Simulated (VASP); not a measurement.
# SiC3 (P4/mmm) in VASP: notebook, part 2 of 2

VASP 6.6.1. The steps go on from the part before.

**4. Single point, PBE**

This run uses another cell than the first one, of 10.88 Å³/atom.

INCAR reads:

```
PREC = Accurate
ENCUT = 520
EDIFF = 1E-7
ISMEAR = 0
SIGMA = 0.1
LREAL = F
LASPH = T
NELM = 60
ALGO = Normal
ISIF = 2
LWAVE = F
LCHARG = F
GGA = PE
NBANDS = 16
```

KPOINTS reads:

```
regular mesh
0
Gamma
  6 6 6
```

POSCAR reads:

```
SiC3
1.0
    3.5756969826      0.0000000000      0.0000000000
    0.0000000000      3.5756969826      0.0000000000
    0.0000000000      0.0000000000      3.4043470061
Si C
1 3
Direct
    0.0000000000      0.0000000000      0.5000000000
    0.0000000000      0.0000000000      0.0000000000
    0.5000000000      0.5000000000      0.6987638000
    0.5000000000      0.5000000000      0.3012362000
```

Potentials or basis: VASP PAW PBE potentials, release 64 (Si, C).

Command:

```console
$ cat potpaw_PBE.64/Si/POTCAR potpaw_PBE.64/C/POTCAR > POTCAR
$ mpirun -np 1 vasp_std > vasp.out
```

OUTCAR:

```text
PREC = Accurate
   ENCUT = 520
   EDIFF = 1E-7
   ISMEAR = 0
   LREAL = F
   LASPH = T
   NELM = 60
   ISIF = 2
   GGA = PE

 ion  position               nearest neighbor table
   1  0.000  0.000  0.500-   2 1.70   2 1.70
   2  0.000  0.000  0.000-   1 1.70   1 1.70
   3  0.500  0.500  0.699-   4 1.35   4 2.05
   4  0.500  0.500  0.301-   3 1.35   3 2.05

  LATTYP: Found a simple tetragonal cell.
 ALAT       =     3.5756969826
 C/A-ratio  =     0.9520792793

  Lattice vectors:

 A1 = (   3.5756969826,   0.0000000000,   0.0000000000)
 A2 = (   0.0000000000,   3.5756969826,   0.0000000000)
 A3 = (   0.0000000000,   0.0000000000,   3.4043470061)

Analysis of symmetry for initial positions (statically):
=====================================================================
 Subroutine PRICEL returns:
 Original cell was already a primitive cell.

 Routine SETGRP: Setting up the symmetry group for a
 simple tetragonal supercell.

 Subroutine GETGRP returns: Found 16 space group operations
 (whereof 16 operations were pure point group operations)
 out of a pool of 16 trial point group operations.

The static configuration has the point symmetry D_4h.

Analysis of symmetry for dynamics (positions and initial velocities):
=====================================================================
 Subroutine PRICEL returns:
 Original cell was already a primitive cell.

 Routine SETGRP: Setting up the symmetry group for a
 simple tetragonal supercell.

 Subroutine GETGRP returns: Found 16 space group operations
 (whereof 16 operations were pure point group operations)
 out of a pool of 16 trial point group operations.

The dynamic configuration has the point symmetry D_4h.

 Subroutine INISYM returns: Found 16 space group operations
 (whereof 16 operations are pure point group operations),
[... 119 lines left out ...]
     AMIX     =   0.40;   BMIX     =  1.00
     AMIX_MAG =   1.60;   BMIX_MAG =  1.00
  volume/ion in A,a.u.               =      10.88        73.43
  Fermi-wavevector in a.u.,A,eV,Ry     =   1.172726  2.216130 18.711894  1.375285
  Thomas-Fermi vector in A             =   2.309150
   LORBIT       =      0    0 simple, 1 ext, 2 COOP (PROOUT), +10 PAW based schemes
   GGA     = PE    functional components
   LHFCALC =     F    Hartree Fock is set to
   AEXX    =    0.0000 exact exchange contribution
   IVDW    =     0    specifies the selected vdW correction
   LEPSILON=     F    determine dielectric tensor
   LRPA    =     F    only Hartree local field effects (RPA)
 non-spin polarized calculation
 Gauss-broadening in eV      SIGMA  =   0.10
  energy-cutoff  :      520.00
  volume of cell :       43.53
 maximum number of plane-waves:      1196
 NGX is ok and might be reduce to    28
   NGX = 13   NGY = 13   NGZ = 13

 number of electron      15.9999999 magnetization

 Free energy of the ion-electron system (eV)
  ---------------------------------------------------
  ext. energy  EPLUGINS =         0.00000000
  ---------------------------------------------------
  free energy    TOTEN  =       -23.21953136 eV

  energy without entropy =      -23.21146104  energy(sigma->0) =      -23.21549620

 E-fermi :   5.4332     XC(G=0): -10.7807

 val. band max:        5.4249147266   @ k =   0.5000   0.1667   0.1667
 cond. band min:       5.4591497016   @ k =   0.1667   0.0000   0.1667
 fundamental gap:      0.0342349750
 Fermi energy:         5.4332097622

 k-point     1 :       0.0000    0.0000    0.0000
  band No.  band energies     occupation
      1     -10.7315      2.00000
      2      -5.9703      2.00000
      3      -0.3074      2.00000
      4       0.4217      2.00000
      5       0.4217      2.00000
      6       0.5699      2.00000
[... 433 lines left out ...]
      3      -3.0358      2.00000
      4      -2.6230      2.00000
      5       2.5347      2.00000
      6       2.9165      2.00000
[... 8 lines left out ...]
     15      16.5365      0.00000
     16      19.0277      0.00000

 [... further k-points ...]

------------------------ aborting loop because EDIFF is reached ----------------------------------------

  FORCE on cell =-STRESS in cart. coord.  units (eV):
  Direction    XX          YY          ZZ          XY          YZ          ZX
  --------------------------------------------------------------------------------------
  -------------------------------------------------------------------------------------
  Total        0.0306854      0.0306854      0.0854475      0.0000000     -0.0000000     -0.0000000
  in kB        1.1295025      1.1295025      3.1452482      0.0000000     -0.0000000     -0.0000000
  external PRESSURE =       1.8014177 kB  Pullay stress =       0.0000000 kB

 VOLUME and BASIS-vectors are now :
 -----------------------------------------------------------------------------
  energy-cutoff  :      520.00
  volume of cell :       43.53
      direct lattice vectors                 reciprocal lattice vectors
     3.575696983  0.000000000  0.000000000     0.279665756  0.000000000  0.000000000
     0.000000000  3.575696983  0.000000000     0.000000000  0.279665756  0.000000000
     0.000000000  0.000000000  3.404347006     0.000000000  0.000000000  0.293742089

 POSITION                                       TOTAL-FORCE (eV/Angst)
 -----------------------------------------------------------------------------------
      0.00000      0.00000      1.70217         0.000000      0.000000      0.000000
      0.00000      0.00000      0.00000         0.000000      0.000000      0.000000
      1.78785      1.78785      2.37883         0.000000      0.000000      0.085456
      1.78785      1.78785      1.02551         0.000000     -0.000000     -0.085456
 -----------------------------------------------------------------------------------
    total drift:                                0.000000      0.000000     -0.000000

  FREE ENERGIE OF THE ION-ELECTRON SYSTEM (eV)
  ---------------------------------------------------
  free  energy   TOTEN  =       -23.2195313639 eV

  energy  without entropy=      -23.2114610399  energy(sigma->0) =      -23.21549620
```

Wall time 51 s (1 thread of Intel Xeon 8259CL, shared host); peak memory 0.16 GiB.

What came out:

- Free energy: -23.2195 eV
- Pressure: 0.2 GPa
- Largest force: 0.085 eV/Å
- Band gap on the k mesh: zero (bands 8 and 9 overlap by 2.83 eV)

Forces on the atoms (eV/Å):
```
Si   0.000  0.000  0.000
C    0.000  0.000  0.000
C    0.000  0.000  0.085
C    0.000  0.000 -0.085
```

Stress tensor (GPa, compression positive):
```
0.11 0.00 0.00
0.00 0.11 0.00
0.00 0.00 0.31
```

**5. Relaxation of cell and atoms, PBE**

This run uses another cell than the first one, of 13.41 Å³/atom.

INCAR reads:

```
SYSTEM = SiC3
PREC = Accurate ; ENCUT = 600
EDIFF = 1E-7 ; ISMEAR = 0
SIGMA = 0.1 ; LREAL = .False.
LASPH = .True. ; NELM = 60
ALGO = Normal ; ISIF = 3
LWAVE = .False. ; LCHARG = .False.
GGA = PE ; IBRION = 2
NSW = 90 ; EDIFFG = -0.04
```

KPOINTS reads:

```
Automatic mesh
0
Gamma
  6 6 2
  0 0 0
```

POSCAR reads:

```
SiC3
1.0
    2.6667169800      0.0000000000      0.0000000000
    0.0000000000      2.6667169800      0.0000000000
    0.0000000000      0.0000000000      7.5426146400
Si C
1 3
Direct
    0.0000000000      0.0000000000      0.5000000000
    0.0000000000      0.0000000000      0.0000000000
    0.5000000000      0.5000000000      0.7500000000
    0.5000000000      0.5000000000      0.2500000000
```

Command:

```console
$ cat potpaw_PBE.64/Si/POTCAR potpaw_PBE.64/C/POTCAR > POTCAR
$ mpirun -np 1 vasp_std > vasp.out
```

Run time: 14 min. Hardware: 1 thread of Intel Xeon 8259CL, shared host; peak memory 0.2 GiB.

Results (log left out):

```yaml
Free_energy: -23.3109 eV
Relaxed_volume: 9.61 Å³/atom
Relaxed_cell: a = 3.110 Å, b = 3.110 Å, c = 3.973 Å, α = 90.00°, β = 90.00°, γ = 90.00°
Space_group_after_relaxing_to_0.1_Å: P4/mmm (No. 123)
Pressure_after_relaxing: 0.0 GPa
Largest_force_after_relaxing: 0.003 eV/Å
Band_gap_on_the_k_mesh: zero (bands 8 and 9 overlap by 2.39 eV)
```

Forces in eV/Å, atoms in the order of the input:
```
Si   0.000  0.000  0.000
C    0.000  0.000  0.000
C    0.000  0.000  0.003
C    0.000  0.000 -0.003
```

Final structure:
```
Si C
1.0
     3.11031    0.00000    0.00000
     0.00000    3.11031    0.00000
     0.00000    0.00000    3.97343
Si C
1 3
Direct
  0.00000 0.00000 0.50000
  0.00000 0.00000 0.00000
  0.50000 0.50000 0.83382
  0.50000 0.50000 0.16618
```

Levels at points of the mesh, in eV from the Fermi level:
| k point | band 4 | band 5 | band 6 | band 7 | band 8 | band 9 | band 10 | band 11 | band 12 |
| --- | --- | --- | --- | --- | --- | --- | --- | --- | --- |
| (0.00, 0.00, 0.00) | -6.87 | -5.27 | -5.27 | -1.22 | 1.18 | 3.10 | 3.10 | 3.55 | 3.55 |
| (0.50, 0.00, 0.00) | -6.35 | -5.43 | -3.43 | -2.95 | -1.31 | -1.21 | -0.37 | 4.50 | 4.66 |
| (0.50, 0.50, 0.00) | -8.66 | -5.13 | -4.70 | -4.22 | -0.78 | 0.63 | 0.63 | 0.86 | 0.86 |
| (0.00, 0.00, 0.50) | -4.76 | -4.76 | -2.88 | -1.46 | 0.55 | 0.55 | 1.73 | 3.22 | 3.22 |
| (0.50, 0.00, 0.50) | -9.19 | -2.74 | -2.52 | -1.07 | -0.88 | 0.81 | 1.32 | 2.84 | 3.38 |
| (0.50, 0.50, 0.50) | -7.78 | -7.78 | -7.18 | -4.12 | -4.12 | -0.85 | 4.16 | 4.45 | 4.45 |

Caveat: the k points lie up to 0.79 Å⁻¹ apart in the final cell, too coarse for converged energies and pressures of a metal; the volume moved by over 15 % at a fixed basis, so the end points are rough.

**6. Summary**

```tsv
task	cell	k mesh	cutoff (eV)	gap on the mesh (eV)	pressure (GPa)	largest force (eV/Å)
single point	a = 3.424, b = 3.424, c = 3.390 Å, 4 atoms, atomic positions A	6 × 6 × 2	520	none	0.1	0.08
single point	a = 2.667, b = 2.667, c = 7.543 Å, 4 atoms, atomic positions B	6 × 6 × 2	520	none	-24.2	0.04
single point	a = 3.576, b = 3.576, c = 3.404 Å, 4 atoms, atomic positions C	6 × 6 × 6	520	none	0.2	0.09
relaxation of cell and atoms	relaxed from a = 2.667, b = 2.667, c = 7.543 Å, 4 atoms, atomic positions B	6 × 6 × 2	600	none	0.0	-
```

Alike in all rows: level PBE; potentials or basis VASP PAW PBE potentials, release 64 (Si, C); no spin polarisation; smearing gaussian 0.1 eV.

Caveats: some runs use coarse meshes; the volume moved by over 15 % at a fixed basis, so the end points are rough (at least some runs).

Total energies depend on the potentials used, so only differences within one code and one set of settings carry meaning.

The gap in the log of VASP goes by the Fermi energy; the results here count the filled bands.